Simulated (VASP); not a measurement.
# Mo (Im-3m) in VASP: a series of runs

The runs below take Mo through single point, with LDA.

All numbers are computed with VASP 6.6.1; they aren't measurements. Logs are shortened: lines on timing, memory, paths and dates and some standing lists are left out, and cuts for length are marked.

**1. The cell of the first run**

Symmetry: Im-3m, No. 229, cubic system. Conventional cell: a = 3.077 Å, b = 3.077 Å, c = 3.077 Å, α = 90.00°, β = 90.00°, γ = 90.00°. Within 3.5 Å of Mo (site symmetry m-3m) lie 14 Mo at 2.67 to 3.08 Å.

**2. Single point, LDA**

The input, INCAR:

```
  ALGO = Normal
  EDIFF = 1E-6
  ENCUT = 520
  ISIF = 2
  ISMEAR = 0
  LASPH = T
  LCHARG = F
  LREAL = F
  LWAVE = F
  NBANDS = 13
  NELM = 80
  PREC = Accurate
  SIGMA = 0.05
```

The input, KPOINTS:

```
k-points
0
Gamma
  18 18 18
```

The input, POSCAR:

```
Mo
1.0
   -1.5387224154      1.5387224154      1.5387224154
    1.5387224154     -1.5387224154      1.5387224154
    1.5387224154      1.5387224154     -1.5387224154
Mo
1
Direct
    0.0000000000      0.0000000000      0.0000000000
```

Potentials or basis: VASP PAW LDA potentials, release 64 (Mo_sv).

The run is started by

```bash
$ cat potpaw_LDA.64/Mo_sv/POTCAR > POTCAR
$ mpirun -np 1 vasp_std > vasp.out
```

OUTCAR:

```text
EDIFF = 1E-6
   ENCUT = 520
   ISIF = 2
   ISMEAR = 0
   LASPH = T
   LREAL = F
   NELM = 80
   PREC = Accurate

 ion  position               nearest neighbor table
   1  0.000  0.000  0.000-

  LATTYP: Found a body centered cubic cell.
 ALAT       =     3.0774448308

  Lattice vectors:

 A1 = (  -1.5387224154,   1.5387224154,   1.5387224154)
 A2 = (   1.5387224154,  -1.5387224154,   1.5387224154)
 A3 = (   1.5387224154,   1.5387224154,  -1.5387224154)

Analysis of symmetry for initial positions (statically):
=====================================================================
 Subroutine PRICEL returns:
 Original cell was already a primitive cell.

 Routine SETGRP: Setting up the symmetry group for a
 body centered cubic supercell.

 Subroutine GETGRP returns: Found 48 space group operations
 (whereof 48 operations were pure point group operations)
 out of a pool of 48 trial point group operations.

The static configuration has the point symmetry O_h .

Analysis of symmetry for dynamics (positions and initial velocities):
=====================================================================
 Subroutine PRICEL returns:
 Original cell was already a primitive cell.

 Routine SETGRP: Setting up the symmetry group for a
 body centered cubic supercell.

 Subroutine GETGRP returns: Found 48 space group operations
 (whereof 48 operations were pure point group operations)
 out of a pool of 48 trial point group operations.

The dynamic configuration has the point symmetry O_h .

 Subroutine INISYM returns: Found 48 space group operations
 (whereof 48 operations are pure point group operations),
 and found     1 'primitive' translations

----------------------------------------------------------------------------------------

                                     Primitive cell

  volume of cell :      14.5727

  direct lattice vectors                    reciprocal lattice vectors
    -1.538722415  1.538722415  1.538722415     0.000000000  0.324944899  0.324944899
     1.538722415 -1.538722415  1.538722415     0.324944899  0.000000000  0.324944899
     1.538722415  1.538722415 -1.538722415     0.324944899  0.324944899  0.000000000

  length of vectors
     2.665145402  2.665145402  2.665145402     0.459541483  0.459541483  0.459541483

  position of ions in fractional coordinates (direct lattice)
     0.000000000  0.000000000  0.000000000

  ion indices of the primitive-cell ions
   primitive index   ion index
                 1           1

----------------------------------------------------------------------------------------

 KPOINTS: k-points

Automatic generation of k-mesh.
 Grid dimensions read from file:
 generate k-points for:   18   18   18

 Generating k-lattice:

  Cartesian coordinates                     Fractional coordinates (reciprocal lattice)
     0.000000000  0.018052494  0.018052494     0.055555556  0.000000000  0.000000000
     0.018052494  0.000000000  0.018052494     0.000000000  0.055555556  0.000000000
     0.018052494  0.018052494  0.000000000     0.000000000  0.000000000  0.055555556

  Length of vectors
     0.025530082  0.025530082  0.025530082

  Shift w.r.t. Gamma in fractional coordinates (k-lattice)
     0.000000000  0.000000000  0.000000000

 Subroutine IBZKPT returns following result:
 ===========================================

 Found    195 irreducible k-points:

 Following reciprocal coordinates:
            Coordinates               Weight
  0.000000  0.000000  0.000000      1.000000
  0.055556  0.000000  0.000000     12.000000
  0.111111  0.000000  0.000000     12.000000
  0.166667  0.000000  0.000000     12.000000
  0.222222  0.000000  0.000000     12.000000
  0.277778  0.000000  0.000000     12.000000
[... 16 lines left out ...]
  0.333333  0.111111  0.000000     48.000000
  0.388889  0.111111  0.000000     48.000000
 [... further k-points ...]
   k-points           NKPTS =    195   k-points in BZ     NKDIM =    195   number of bands    NBANDS=     13
   number of dos      NEDOS =    301   number of ions     NIONS =      1
   total plane-waves  NPLWV =   8000
   dimension x,y,z NGX =    20 NGY =   20 NGZ =   20
   dimension x,y,z NGXF=    40 NGYF=   40 NGZF=   40
   ions per type =               1
   NGX,Y,Z   is equivalent  to a cutoff of  12.48, 12.48, 12.48 a.u.
   NGXF,Y,Z  is equivalent  to a cutoff of  24.95, 24.95, 24.95 a.u.
 SYSTEM =  unknown system
   PREC   = accura    normal or accurate (medium, high low for compatibility)
   ISTART =      0    job   : 0-new  1-cont  2-samecut
   ICHARG =      2    charge: 1-file 2-atom 10-const
   ISPIN  =      1    spin polarized calculation?
   LNONCOLLINEAR =      F non collinear calculations
   LSORBIT =      F    spin-orbit coupling
   LASPH  =      T    aspherical Exc in radial PAW
   ENCUT  =  520.0 eV  38.22 Ry    6.18 a.u.   4.96  4.96  4.96*2*pi/ulx,y,z
   NELM   =     80;   NELMIN=  2; NELMDL= -5     # of ELM steps
   EDIFF  = 0.1E-05   stopping-criterion for ELM
   LREAL  =      F    real-space projection
   EDIFFG = 0.1E-04   stopping-criterion for IOM
   NSW    =      0    number of steps for IOM
   IBRION =     -1    ionic relax: 0-MD 1-quasi-New 2-CG
   NFREE  =      0    steps in history (QN), initial steepest desc. (CG)
   ISIF   =      2    stress and relaxation
   ISYM   =      2    0-nonsym 1-usesym 2-fastsym
   POTIM  = 0.5000    time-step for ionic-motion
   TEBEG  =    0.0;   TEEND  =   0.0 temperature during run
   PSTRESS=    0.0 pullay stress
   NELECT =      14.0000    total number of electrons
   NUPDOWN=      -1.0000    fix difference up-down
   EMIN   =  10.00;   EMAX   =-10.00  energy-range for DOS
   EFERMI =   0.00;   METHOD = LEGACY
   ISMEAR =     0;   SIGMA  =   0.05  broadening in eV -4-tet -1-fermi 0-gaus
   EFERMI_NEDOS =   21; number of points for ismear=-14 and -15
   IALGO  =     38    algorithm
   IMIX   =      4    mixing-type and parameters
     AMIX     =   0.40;   BMIX     =  1.00
     AMIX_MAG =   1.60;   BMIX_MAG =  1.00
  volume/ion in A,a.u.               =      14.57        98.34
  Fermi-wavevector in a.u.,A,eV,Ry     =   1.615365  3.052596 35.503081  2.609403
  Thomas-Fermi vector in A             =   2.710124
   LORBIT       =      0    0 simple, 1 ext, 2 COOP (PROOUT), +10 PAW based schemes
   GGA     = CA    functional components
   LHFCALC =     F    Hartree Fock is set to
   AEXX    =    0.0000 exact exchange contribution
   IVDW    =     0    specifies the selected vdW correction
   LEPSILON=     F    determine dielectric tensor
   LRPA    =     F    only Hartree local field effects (RPA)
 non-spin polarized calculation
 Gauss-broadening in eV      SIGMA  =   0.05
  energy-cutoff  :      520.00
  volume of cell :       14.57
 maximum number of plane-waves:       405
   NGX =  9   NGY =  9   NGZ =  9

 number of electron      13.9999997 magnetization

 Free energy of the ion-electron system (eV)
  ---------------------------------------------------
  ext. energy  EPLUGINS =         0.00000000
  ---------------------------------------------------
  free energy    TOTEN  =       -12.11002354 eV

  energy without entropy =      -12.10973682  energy(sigma->0) =      -12.10988018

 E-fermi :  13.6707     XC(G=0): -13.9999

 val. band max:       13.6513088084   @ k =  -0.3889   0.4444   0.2778
 cond. band min:      13.7141417119   @ k =  -0.3333   0.3889   0.2778
 fundamental gap:      0.0628329035
 Fermi energy:        13.6707379207

 k-point     1 :       0.0000    0.0000    0.0000
  band No.  band energies     occupation
      1     -47.3299      2.00000
      2     -20.5854      2.00000
      3     -20.5854      2.00000
      4     -20.5854      2.00000
      5       6.1967      2.00000
      6      12.1153      2.00000
      7      12.1153      2.00000
      8      12.1153      2.00000
      9      15.3878      0.00000
     10      15.3878      0.00000
     11      28.5521      0.00000
     12      28.5521      0.00000
     13      28.5521      0.00000

 k-point     2 :       0.0556    0.0000    0.0000
  band No.  band energies     occupation
      1     -47.3194      2.00000
      2     -20.6432      2.00000
      3     -20.6030      2.00000
      4     -20.5860      2.00000
      5       6.3460      2.00000
      6      12.0284      2.00000
      7      12.1016      2.00000
      8      12.2570      2.00000
      9      15.2542      0.00000
     10      15.3890      0.00000
     11      28.6712      0.00000
     12      28.8039      0.00000
     13      28.8777      0.00000

 k-point     3 :       0.1111    0.0000    0.0000
  band No.  band energies     occupation
      1     -47.2891      2.00000
      2     -20.8078      2.00000
      3     -20.6532      2.00000
      4     -20.5875      2.00000
      5       6.7688      2.00000
      6      11.7878      2.00000
      7      12.0416      2.00000
      8      12.6764      2.00000
      9      14.9648      0.00000
     10      15.3991      0.00000
     11      28.9650      0.00000
     12      29.5371      0.00000
     13      29.7025      0.00000

 k-point     4 :       0.1667    0.0000    0.0000
  band No.  band energies     occupation
      1     -47.2422      2.00000
      2     -21.0549      2.00000
      3     -20.7294      2.00000
      4     -20.5900      2.00000
      5       7.3785      2.00000
      6      11.4432      2.00000
      7      11.9230      2.00000
      8      13.3557      2.00000
      9      14.7486      0.00000
     10      15.4337      0.00000
     11      29.2122      0.00000
     12      30.5907      0.00000
     13      30.6951      0.00000

 k-point     5 :       0.2222    0.0000    0.0000
  band No.  band energies     occupation
      1     -47.1842      2.00000
      2     -21.3503      2.00000
      3     -20.8215      2.00000
      4     -20.5930      2.00000
      5       7.9879      2.00000
      6      11.0539      2.00000
      7      11.8796      2.00000
      8      14.2635      0.00000
      9      14.7461      0.00000
     10      15.5087      0.00000
     11      29.0480      0.00000
     12      30.8779      0.00000
     13      32.2053      0.00000

 k-point     6 :       0.2778    0.0000    0.0000
  band No.  band energies     occupation
      1     -47.1219      2.00000
      2     -21.6561      2.00000
      3     -20.9180      2.00000
      4     -20.5963      2.00000
      5       8.3184      2.00000
      6      10.6725      2.00000
      7      12.2210      2.00000
      8      14.9333      0.00000
      9      15.3499      0.00000
     10      15.6313      0.00000
     11      28.3430      0.00000
     12      30.2203      0.00000
     13      33.9901      0.00000

 k-point     7 :       0.3333    0.0000    0.0000
  band No.  band energies     occupation
      1     -47.0627      2.00000
      2     -21.9362      2.00000
      3     -21.0073      2.00000
      4     -20.5994      2.00000
      5       8.2855      2.00000
      6      10.3400      2.00000
      7      13.0489      2.00000
      8      15.2155      0.00000
      9      15.7928      0.00000
     10      16.5350      0.00000
     11      27.3988      0.00000
     12      29.0179      0.00000
     13      35.7735      0.00000
[... 193 lines left out ...]
 k-point    20 :       0.1667    0.1111   -0.0000
  band No.  band energies     occupation
      1     -47.1615      2.00000
      2     -21.4341      2.00000
      3     -20.8271      2.00000
      4     -20.6574      2.00000
      5       8.3516      2.00000
      6      11.0946      2.00000
      7      11.3889      2.00000
      8      14.4346      0.00000
      9      14.9123      0.00000
     10      15.8077      0.00000
     11      29.6897      0.00000
     12      30.5027      0.00000
     13      31.9013      0.00000

 k-point    21 :       0.2222    0.1111    0.0000
  band No.  band energies     occupation
      1     -47.1027      2.00000
      2     -21.6946      2.00000
      3     -20.9392      2.00000
      4     -20.6667      2.00000
      5       8.7194      2.00000
      6      10.7222      2.00000
      7      11.6092      2.00000
      8      14.5805      0.00000
      9      15.9093      0.00000
     10      16.1667      0.00000
     11      28.7747      0.00000
     12      30.1374      0.00000
     13      33.0721      0.00000

 k-point    22 :       0.2778    0.1111    0.0000
  band No.  band energies     occupation
      1     -47.0470      2.00000
      2     -21.9323      2.00000
      3     -21.0476      2.00000
      4     -20.6731      2.00000
      5       8.6954      2.00000
      6      10.4167      2.00000
      7      12.2782      2.00000
      8      14.8777      0.00000
      9      16.1096      0.00000
     10      17.4085      0.00000
     11      27.7561      0.00000
     12      29.1037      0.00000
     13      33.8713      0.00000

 k-point    23 :       0.3333    0.1111    0.0000
  band No.  band energies     occupation
      1     -47.0011      2.00000
      2     -22.1220      2.00000
      3     -21.1363      2.00000
      4     -20.6778      2.00000
      5       8.4966      2.00000
      6      10.1927      2.00000
      7      13.1096      2.00000
      8      15.1940      0.00000
      9      16.3122      0.00000
     10      18.6454      0.00000
     11      26.8999      0.00000
     12      27.8223      0.00000
     13      32.5275      0.00000

 k-point    24 :       0.3889    0.1111    0.0000
  band No.  band energies     occupation
      1     -46.9710      2.00000
      2     -22.2441      2.00000
      3     -21.1940      2.00000
      4     -20.6807      2.00000
      5       8.3227      2.00000
      6      10.0554      2.00000
      7      13.7820      0.00165
      8      15.3274      0.00000
      9      16.6167      0.00000
     10      19.6122      0.00000
     11      26.2335      0.00000
     12      26.8438      0.00000
     13      31.5392      0.00000

 [... further k-points ...]
[... 5 lines left out ...]
  --------------------------------------------------------------------------------------
  -------------------------------------------------------------------------------------
  Total        1.0703720      1.0703720      1.0703720     -0.0000000     -0.0000000     -0.0000000
  in kB      117.6804932    117.6804932    117.6804932     -0.0000000     -0.0000000     -0.0000000
  external PRESSURE =     117.6804932 kB  Pullay stress =       0.0000000 kB

 VOLUME and BASIS-vectors are now :
 -----------------------------------------------------------------------------
  energy-cutoff  :      520.00
  volume of cell :       14.57
      direct lattice vectors                 reciprocal lattice vectors
    -1.538722415  1.538722415  1.538722415     0.000000000  0.324944899  0.324944899
     1.538722415 -1.538722415  1.538722415     0.324944899  0.000000000  0.324944899
     1.538722415  1.538722415 -1.538722415     0.324944899  0.324944899  0.000000000

 POSITION                                       TOTAL-FORCE (eV/Angst)
 -----------------------------------------------------------------------------------
      0.00000      0.00000      0.00000         0.000000     -0.000000     -0.000000
 -----------------------------------------------------------------------------------
    total drift:                                0.000000     -0.000000      0.000000

  FREE ENERGIE OF THE ION-ELECTRON SYSTEM (eV)
  ---------------------------------------------------
  free  energy   TOTEN  =       -12.1100235438 eV

  energy  without entropy=      -12.1097368198  energy(sigma->0) =      -12.10988018
```

It took 27 s on 1 thread of Intel Xeon 8259CL, shared host; peak memory 0.14 GiB.

Results:

* Free energy: -12.1100 eV
* Pressure: 11.8 GPa
* Band gap on the k mesh: zero (band 7 reaches 18.06 eV, above the bottom of band 8 at 12.12 eV)

(Continued in part 2 of 2.)
